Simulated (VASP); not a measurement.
Write the native input for VASP 6.6.1 that does the following.

| Quantity | Value |
| --- | --- |
| Task | single point |
| Functional | PBEsol-based screened hybrid with 25 % exact exchange |
| Potentials or basis | VASP PAW PBE potentials, release 64 (Cd_sv_GW, S) |
| Cutoff | 470 eV |
| k mesh | 4 × 4 × 4 |
| Occupations | fermi-dirac, width 0.05 eV |
| Spin | no spin polarisation |
| Dipole correction | no |
| Grid for exact exchange (PRECFOCK) | Normal |
| Share of exact exchange | 0.25 |
| Further INCAR settings | ALGO = Normal; EDIFF = 1e-06; NBANDS = 20 |
| Screening parameter | 0.207 1/Å |

Crystal: CdS.

```xyz
2
Lattice="0.0000 2.8771 2.8771 2.8771 0.0000 2.8771 2.8771 2.8771 0.0000" Properties=species:S:1:pos:R:3 pbc="T T T"
Cd    0.0000    0.0000    0.0000
S     4.3156    4.3156    4.3156
```

These files were run (other wordings do the same):

POSCAR

```
CdS
1.0
    0.0000000000      2.8770830059      2.8770830059
    2.8770830059      0.0000000000      2.8770830059
    2.8770830059      2.8770830059      0.0000000000
Cd S
1 1
Direct
    0.0000000000      0.0000000000      0.0000000000
    0.7500000000      0.7500000000      0.7500000000
```

INCAR.step1

```
ALGO = Normal ; EDIFF = 1E-5
ENCUT = 470 ; GGA = PE
GGA_COMPAT = False ; ISIF = 2
ISMEAR = -1 ; LASPH = True
LREAL = False ; LWAVE = True
NBANDS = 20 ; NELM = 120
PREC = Accurate ; SIGMA = 0.05
```

INCAR.step2

```
AEXX = 0.25 ; ALGO = Normal
EDIFF = 1E-6 ; ENCUT = 470
GGA = PS ; GGA_COMPAT = False
HFSCREEN = 0.207 ; ISIF = 2
ISMEAR = -1 ; ISTART = 1
LASPH = True ; LCHARG = True
LELF = True ; LHFCALC = True
LREAL = False ; LVHAR = True
LWAVE = False ; NBANDS = 20
NELM = 120 ; PREC = Accurate
PRECFOCK = Normal ; SIGMA = 0.05
```

KPOINTS

```
k-points
0
Gamma
  4 4 4
```

Potentials or basis: VASP PAW PBE potentials, release 64 (Cd_sv_GW, S).

Run with:

```console
$ cat potpaw_PBE.64/Cd_sv_GW/POTCAR potpaw_PBE.64/S/POTCAR > POTCAR
$ cp INCAR.step1 INCAR
$ mpirun -np 1 vasp_std > vasp.out
$ cp INCAR.step2 INCAR
$ mpirun -np 1 vasp_std > vasp.out
```

Results of the run:

- Pressure: 0.9 GPa
- Band gap on the k mesh: 2.12 eV

Caveat: the k points lie up to 0.47 Å⁻¹ apart; the PAW data sets were made with another functional, which shifts forces and pressure a little.

It took 9.7 min on 1 thread of Intel(R) Xeon(R) Platinum 8488C (Sapphire Rapids) (shared host), peak memory 0.28 GiB.
